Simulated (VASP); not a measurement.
Here is a VASP 6.6.1 calculation.

File POSCAR:

```
CaSe
1.0
    3.6306654960     -0.0041194229     -0.0041194229
   -0.0041194229      3.6306654960     -0.0041194229
   -0.0041194229     -0.0041194229      3.6306654960
Ca Se
1 1
Direct
    0.0000000000      0.0000000000      0.0000000000
    0.5000000000      0.5000000000      0.5000000000
```

The input INCAR.step1:

```
PREC     = Accurate       # precision mode
ENCUT    = 520            # plane-wave cutoff, eV
EDIFF    = 1E-5           # SCF threshold, eV
ISMEAR   = 0              # smearing method
SIGMA    = 0.01           # smearing width, eV
LREAL    = False          # projectors in reciprocal space
LASPH    = True           # aspherical terms in the spheres
NELM     = 100            # most SCF steps
ALGO     = Normal         # electronic algorithm
ISIF     = 2              # what is computed and relaxed
LWAVE    = True           # write WAVECAR
GGA      = PE             # functional
NBANDS   = 15             # bands
```

Contents of INCAR.step2:

```
PREC     = Accurate       # precision mode
ENCUT    = 520            # plane-wave cutoff, eV
EDIFF    = 1E-6           # SCF threshold, eV
ISMEAR   = 0              # smearing method
SIGMA    = 0.01           # smearing width, eV
LREAL    = False          # projectors in reciprocal space
LASPH    = True           # aspherical terms in the spheres
NELM     = 100            # most SCF steps
ALGO     = Normal         # electronic algorithm
ISIF     = 2              # what is computed and relaxed
LWAVE    = False          # write WAVECAR
LCHARG   = True           # write CHGCAR
GGA      = PE             # functional
LHFCALC  = True           # exact exchange
HFSCREEN = 0.2079         # screening, 1/A
PRECFOCK = Normal       
LELF     = True           # ELF
LVHAR    = True         
ISTART   = 1            
NBANDS   = 15             # bands
```

Contents of KPOINTS:

```
Automatic mesh
0
Gamma
  6 6 6
```

Potentials or basis: VASP PAW PBE potentials, release 64 (Ca_sv, Se).

Command:

```bash
$ cat potpaw_PBE.64/Ca_sv/POTCAR potpaw_PBE.64/Se/POTCAR > POTCAR
$ cp INCAR.step1 INCAR
$ mpirun -np 1 vasp_std > vasp.out
$ cp INCAR.step2 INCAR
$ mpirun -np 1 vasp_std > vasp.out
```

(1) Estimate the band gap on the k mesh.

(2) Predict the pressure.

Results:

(1) 1.55 eV, direct.

(2) 0.3 GPa.

Caveat: the cell differs from its parent crystal (strain along [111] -0.3%); the PAW data sets were made with another functional, which shifts forces and pressure a little.
